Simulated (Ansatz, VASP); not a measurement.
# Two plane-wave programs on S

INCAR

```
SYSTEM = S
PREC = Accurate
ENCUT = 520
EDIFF = 1E-6
ISMEAR = -1
SIGMA = 0.08
LREAL = .FALSE.
LASPH = .TRUE.
NELM = 60
ALGO = Normal
ISIF = 2
LWAVE = .FALSE.
LCHARG = .FALSE.
GGA = CA
NBANDS = 9
```

KPOINTS

```
regular mesh
0
G
  16 16 16
  0 0 0
```

The input POSCAR:

```
S
1.0
    0.0000000000      1.8785853912      1.8785853912
    1.8785853912      0.0000000000      1.8785853912
    1.8785853912      1.8785853912      0.0000000000
S
1
Direct
    0.0000000000      0.0000000000      0.0000000000
```

Input for Ansatz:

```yaml
crystal:
  lattice:
    - [0.0, 1.8785853912, 1.8785853912]
    - [1.8785853912, 0.0, 1.8785853912]
    - [1.8785853912, 1.8785853912, 0.0]
  atoms:
    - { symbol: S, position: [0.0, 0.0, 0.0] }
kpoints:
  mp_grid: { grid: [16, 16, 16] }
scf:
  occupations: { method: fermi_dirac, width: 0.08 }
hamiltonian:
  xc: lda
  pseudopotentials: { kind: paw }
output:
  forces: true
  stress: true
  eigenvalues: true
  populations: true
```

Change from the starting cell: volume scaled by 0.9, PAW files.

Alike in both runs: task single point; functional LDA; k mesh 16 × 16 × 16; occupations fermi-dirac, width 0.08 eV; no spin polarisation.

```csv
,VASP,Ansatz
version,VASP 6.6.1,Ansatz 0.2.0
potentials or method,"VASP PAW LDA potentials, release 64 (S)","PAW with Ansatz's default frozen-core files, scalar-relativistic"
plane-wave cutoff (eV),520,420
valence electrons in the cell,6,6
```

|  | VASP | Ansatz | Ansatz less VASP |
| --- | --- | --- | --- |
| pressure (GPa) | 13.0 | 13.1 | +0.10 |

LDA's correlation is that of Perdew and Zunger in VASP and of Perdew and Wang (1992) in Ansatz.
